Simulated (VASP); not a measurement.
# AsHF (P4/mmm) in VASP: further runs, part 2 of 2

VASP 6.6.1.

### Step 4. Relaxation of cell and atoms, PBE

This run uses another cell than the first one, of 10.85 Å³/atom.

Contents of INCAR:

```
PREC     = Accurate       # precision mode
ENCUT    = 600            # plane-wave cutoff, eV
EDIFF    = 1E-7           # SCF threshold, eV
ISMEAR   = 0              # smearing method
SIGMA    = 0.1            # smearing width, eV
LREAL    = F              # projectors in reciprocal space
LASPH    = T              # aspherical terms in the spheres
NELM     = 120            # most SCF steps
ALGO     = Normal         # electronic algorithm
ISIF     = 3              # what is computed and relaxed
LWAVE    = F              # write WAVECAR
LCHARG   = F              # write CHGCAR
GGA      = PE             # functional
IBRION   = 2              # ionic algorithm
NSW      = 100            # ionic steps
EDIFFG   = -0.01          # ionic threshold
GGA_COMPAT= F            
NELMIN   = 4
```

Contents of KPOINTS:

```
regular mesh
0
Gamma
  16 16 14
```

Contents of POSCAR:

```
AsHF
1.0
    3.0902248424      0.0000000000      0.0000000000
    0.0000000000      3.0902248424      0.0000000000
    0.0000000000      0.0000000000      3.4083760125
H As F
1 1 1
Direct
    0.5000000000      0.5000000000      0.5000000000
    0.5000000000      0.5000000000      0.0000000000
    0.0000000000      0.0000000000      0.5000000000
```

Potentials or basis: VASP PAW PBE potentials, release 64 (H, As, F).

Started as:

```bash
> cat potpaw_PBE.64/H/POTCAR potpaw_PBE.64/As/POTCAR potpaw_PBE.64/F/POTCAR > POTCAR
> mpirun -np 1 vasp_std > vasp.out
```

OUTCAR:

```text
PREC = Accurate
   ENCUT = 600
   EDIFF = 1E-7
   ISMEAR = 0
   LREAL = F
   LASPH = T
   NELM = 120
   ISIF = 3
   GGA = PE
   IBRION = 2
   NSW = 100
   EDIFFG = -0.01
   NELMIN = 4

 ion  position               nearest neighbor table
   1  0.500  0.500  0.500-   2 1.70   2 1.70
   2  0.500  0.500  0.000-   1 1.70   1 1.70
   3  0.000  0.000  0.500-

  LATTYP: Found a simple tetragonal cell.
 ALAT       =     3.0902248424
 C/A-ratio  =     1.1029540523

  Lattice vectors:

 A1 = (   3.0902248424,   0.0000000000,   0.0000000000)
 A2 = (   0.0000000000,   3.0902248424,   0.0000000000)
 A3 = (   0.0000000000,   0.0000000000,   3.4083760125)

Analysis of symmetry for initial positions (statically):
=====================================================================
 Subroutine PRICEL returns:
 Original cell was already a primitive cell.

 Routine SETGRP: Setting up the symmetry group for a
 simple tetragonal supercell.

 Subroutine GETGRP returns: Found 16 space group operations
 (whereof 16 operations were pure point group operations)
 out of a pool of 16 trial point group operations.

The static configuration has the point symmetry D_4h.

Analysis of symmetry for dynamics (positions and initial velocities):
=====================================================================
 Subroutine PRICEL returns:
 Original cell was already a primitive cell.

 Routine SETGRP: Setting up the symmetry group for a
 simple tetragonal supercell.

 Subroutine GETGRP returns: Found 16 space group operations
 (whereof 16 operations were pure point group operations)
 out of a pool of 16 trial point group operations.

The dynamic configuration has the point symmetry D_4h.

 Subroutine INISYM returns: Found 16 space group operations
[... 131 lines left out ...]
 non-spin polarized calculation
 Gauss-broadening in eV      SIGMA  =   0.10
  energy-cutoff  :      600.00
  volume of cell :       32.55
 maximum number of plane-waves:      1112
 NGX is ok and might be reduce to    28
   NGX = 13   NGY = 13   NGZ = 13

--------------------------------------- Ionic step        1  -------------------------------------------

 number of electron      12.9999994 magnetization

 Free energy of the ion-electron system (eV)
  ---------------------------------------------------
  ext. energy  EPLUGINS =         0.00000000
  ---------------------------------------------------
  free energy    TOTEN  =       -10.05732935 eV

  energy without entropy =      -10.04970537  energy(sigma->0) =      -10.05351736

------------------------ aborting loop because EDIFF is reached ----------------------------------------

  FORCE on cell =-STRESS in cart. coord.  units (eV):
  Direction    XX          YY          ZZ          XY          YZ          ZX
  --------------------------------------------------------------------------------------
  -------------------------------------------------------------------------------------
  Total       -0.1806940     -0.1806940      0.2724239      0.0000000      0.0000000      0.0000000
  in kB       -8.8946041     -8.8946041     13.4099789      0.0000000      0.0000000      0.0000000
  external PRESSURE =      -1.4597431 kB  Pullay stress =       0.0000000 kB
[... 98 lines left out ...]
--------------------------------------- Ionic step        4  -------------------------------------------

 number of electron      12.9999996 magnetization

 Free energy of the ion-electron system (eV)
  ---------------------------------------------------
  ext. energy  EPLUGINS =         0.00000000
  ---------------------------------------------------
  free energy    TOTEN  =       -10.05936481 eV

  energy without entropy =      -10.05176575  energy(sigma->0) =      -10.05556528

 E-fermi :   3.3406     XC(G=0): -10.4681

 val. band max:        3.3386280507   @ k =   0.2500   0.2500   0.5000
 cond. band min:       3.3425958281   @ k =   0.3750   0.0000   0.3571
 fundamental gap:      0.0039677773
 Fermi energy:         3.3406026396

 k-point     1 :       0.0000    0.0000    0.0000
  band No.  band energies     occupation
      1     -18.6733      2.00000
      2      -8.8687      2.00000
      3      -0.6530      2.00000
      4       0.1742      2.00000
      5       0.1742      2.00000
      6       3.6851      0.00000
      7       5.1434      0.00000
      8       7.0397      0.00000
      9       7.0397      0.00000
     10      11.4805      0.00000
[... 287 lines left out ...]
 k-point    24 :       0.5000    0.1250    0.0000
  band No.  band energies     occupation
      1     -18.3818      2.00000
      2      -8.4329      2.00000
      3      -0.5054      2.00000
      4       0.1971      2.00000
      5       0.3959      2.00000
      6       1.3558      2.00000
      7       4.5886      0.00000
      8       4.6369      0.00000
      9       7.0792      0.00000
     10      15.1666      0.00000

 [... further k-points ...]

------------------------ aborting loop because EDIFF is reached ----------------------------------------

  FORCE on cell =-STRESS in cart. coord.  units (eV):
  Direction    XX          YY          ZZ          XY          YZ          ZX
  --------------------------------------------------------------------------------------
  -------------------------------------------------------------------------------------
  Total       -0.0049523     -0.0049523     -0.0117133      0.0000000      0.0000000     -0.0000000
  in kB       -0.2455238     -0.2455238     -0.5807170      0.0000000      0.0000000     -0.0000000
  external PRESSURE =      -0.3572549 kB  Pullay stress =       0.0000000 kB
[... 18 lines left out ...]
  FREE ENERGIE OF THE ION-ELECTRON SYSTEM (eV)
  ---------------------------------------------------
  free  energy   TOTEN  =       -10.0593648079 eV

  energy  without entropy=      -10.0517657493  energy(sigma->0) =      -10.05556528

 reached required accuracy - stopping structural energy minimisation
```

OSZICAR:

```text
N       E                     dE             d eps       ncg     rms          rms(c)
DAV:   1     0.561638111365E+02    0.56164E+02   -0.71192E+03  7224   0.126E+03
[... 32 lines left out ...]
       N       E                     dE             d eps       ncg     rms          rms(c)
DAV:   1    -0.100619189030E+02   -0.27552E-02   -0.46287E-02  7286   0.231E+00    0.446E-01
DAV:   2    -0.100603895334E+02    0.15294E-02   -0.34786E-02  8114   0.156E+00    0.202E-01
DAV:   3    -0.100594267621E+02    0.96277E-03   -0.59751E-03  7990   0.665E-01    0.532E-02
DAV:   4    -0.100593669677E+02    0.59794E-04   -0.27951E-04  7418   0.145E-01    0.141E-02
DAV:   5    -0.100593647724E+02    0.21953E-05   -0.16487E-05  7916   0.349E-02    0.411E-03
DAV:   6    -0.100593648079E+02   -0.35557E-07   -0.61890E-07  7614   0.826E-03
   4 F= -.10059365E+02 E0= -.10055565E+02  d E =-.201118E-03
```

It took 5.8 min on 1 thread of Oxide Virtual Turin-like, shared host; peak memory 0.28 GiB.

Results:

* Free energy: -10.0594 eV
* Relaxed volume: 10.77 Å³/atom
* Relaxed cell: a = 3.070 Å, b = 3.070 Å, c = 3.430 Å, α = 90.00°, β = 90.00°, γ = 90.00°
* Space group after relaxing (to 0.1 Å): P4/mmm (No. 123)
* Energy gained by relaxing: 0.7 meV/atom
* Ionic steps: 4
* Pressure after relaxing: 0.0 GPa
* Band gap on the k mesh: zero (an odd number of electrons rules out a gap without spin polarisation)

The path:
```
step  energy change (eV)  largest force (eV/Å)  pressure (GPa)  volume (Å³)
   1              0.0000                0.0000           -0.15        32.55
   2             -0.0015                0.0000           -0.30        32.50
   3             -0.0018                0.0000           -0.40        32.47
   4             -0.0020                0.0000           -0.04        32.32
```

Final structure:
```
H As F
1.0
     3.06964    0.00000    0.00000
     0.00000    3.06964    0.00000
     0.00000    0.00000    3.42966
H As F
1 1 1
Direct
  0.50000 0.50000 0.50000
  0.50000 0.50000 0.00000
  0.00000 0.00000 0.50000
```

Caveat: an odd number of electrons without spin polarisation forces a metal; a magnetic or distorted state may lie lower.

### Step 5. Overview

| task | cell | k mesh | gap on the mesh (eV) | pressure (GPa) | relaxed volume (Å³/atom) |
| --- | --- | --- | --- | --- | --- |
| relaxation of cell and atoms | relaxed from a = 3.113, b = 3.113, c = 3.390 Å, 3 atoms | 6 × 6 × 6 | none | 0.0 | 10.82 |
| single point | a = 3.074, b = 3.074, c = 3.428 Å, 3 atoms | 16 × 16 × 14 | none | -0.2 | - |
| relaxation of cell and atoms | relaxed from a = 3.090, b = 3.090, c = 3.408 Å, 3 atoms | 16 × 16 × 14 | none | 0.0 | 10.77 |

Alike in all rows: level PBE; potentials or basis VASP PAW PBE potentials, release 64 (H, As, F); no spin polarisation; cutoff (eV) 600; smearing gaussian 0.1 eV.

Caveats: an odd number of electrons without spin polarisation forces a metal; a magnetic or distorted state may lie lower.

Total energies depend on the potentials used, so only differences within one code and one set of settings carry meaning.

The gap in the log of VASP goes by the Fermi energy; the results here count the filled bands.